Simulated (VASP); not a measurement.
Set up this calculation in VASP 6.6.1, as the native input.

| Quantity | Value |
| --- | --- |
| Task | single point |
| Functional | r2SCAN |
| Potentials or basis | VASP PAW PBE potentials, release 64 (Ti_sv, O) |
| Cutoff | 520 eV |
| k mesh | 6 × 6 × 6 |
| Occupations | gaussian, width 0.01 eV |
| Spin | no spin polarisation |
| Dipole correction | no |
| Further INCAR settings | ALGO = Normal; EDIFF = 1e-06; NBANDS = 60 |

The system is TiO2.

```
CELL_PARAMETERS angstrom
4.54558 0.00000 0.00000
0.00000 5.51334 0.00000
0.00000 0.00000 4.89359
ATOMIC_POSITIONS crystal
Ti 0.50000 0.67581 0.75000
Ti 0.00000 0.82419 0.25000
Ti 0.50000 0.32419 0.25000
Ti 0.00000 0.17581 0.75000
O 0.72889 0.61816 0.08083
O 0.22889 0.88184 0.91917
O 0.77111 0.88184 0.58083
O 0.27111 0.61816 0.41917
O 0.72889 0.38184 0.58083
O 0.22889 0.11816 0.41917
O 0.77111 0.11816 0.08083
O 0.27111 0.38184 0.91917
```

These files were run (other wordings do the same):

POSCAR

```
TiO2
1.0
    4.5455839068      0.0000000000      0.0000000000
    0.0000000000      5.5133371794      0.0000000000
    0.0000000000      0.0000000000      4.8935949524
Ti O
4 8
Direct
    0.5000000000      0.6758058729      0.7500000000
    0.0000000000      0.8241941271      0.2500000000
    0.5000000000      0.3241941271      0.2500000000
    0.0000000000      0.1758058729      0.7500000000
    0.7288854363      0.6181561080      0.0808267092
    0.2288854363      0.8818438920      0.9191732908
    0.7711145637      0.8818438920      0.5808267092
    0.2711145637      0.6181561080      0.4191732908
    0.7288854363      0.3818438920      0.5808267092
    0.2288854363      0.1181561080      0.4191732908
    0.7711145637      0.1181561080      0.0808267092
    0.2711145637      0.3818438920      0.9191732908
```

INCAR.step1

```
SYSTEM = TiO2
PREC     = Accurate       ! precision mode
ENCUT    = 520            ! plane-wave cutoff, eV
ISMEAR   = 0              ! smearing method
SIGMA    = 0.01           ! smearing width, eV
LREAL    = .FALSE.        ! projectors in reciprocal space
LASPH    = .TRUE.         ! aspherical terms in the spheres
NELM     = 60             ! most SCF steps
NBANDS   = 60             ! bands
GGA      = PE             ! functional
ALGO     = Normal         ! electronic algorithm
EDIFF    = 1E-4           ! SCF threshold, eV
LWAVE    = .TRUE.         ! write WAVECAR
LCHARG   = .FALSE.        ! write CHGCAR
```

INCAR.step2

```
SYSTEM = TiO2
PREC     = Accurate       ! precision mode
ENCUT    = 520            ! plane-wave cutoff, eV
EDIFF    = 1E-6           ! SCF threshold, eV
ISMEAR   = 0              ! smearing method
SIGMA    = 0.01           ! smearing width, eV
LREAL    = .FALSE.        ! projectors in reciprocal space
LASPH    = .TRUE.         ! aspherical terms in the spheres
NELM     = 60             ! most SCF steps
ALGO     = Normal         ! electronic algorithm
ISIF     = 2              ! what is computed and relaxed
LWAVE    = .FALSE.        ! write WAVECAR
LCHARG   = .TRUE.         ! write CHGCAR
METAGGA  = R2SCAN         ! meta-GGA
LMIXTAU  = .TRUE.       
LELF     = .TRUE.         ! ELF
LVHAR    = .TRUE.       
NBANDS   = 60             ! bands
ISTART   = 1
```

KPOINTS

```
Automatic mesh
0
G
  6 6 6
  0 0 0
```

Potentials or basis: VASP PAW PBE potentials, release 64 (Ti_sv, O).

Run with:

```sh
$ cat potpaw_PBE.64/Ti_sv/POTCAR potpaw_PBE.64/O/POTCAR > POTCAR
$ cp INCAR.step1 INCAR
$ mpirun -np 1 vasp_std > vasp.out
$ cp INCAR.step2 INCAR
$ mpirun -np 1 vasp_std > vasp.out
```

Results of the run:

```json
{
  "Pressure": "1.4 GPa",
  "Largest force": "0.108 eV/Å",
  "Band gap on the k mesh": "3.06 eV (least direct gap 3.09 eV)"
}
```

Caveat: the PAW data sets were made with another functional, which shifts forces and pressure a little.

Run time: 38 min on 1 thread of Oxide Virtual Turin-like Processor, with other jobs on the host, peak memory 0.41 GiB.
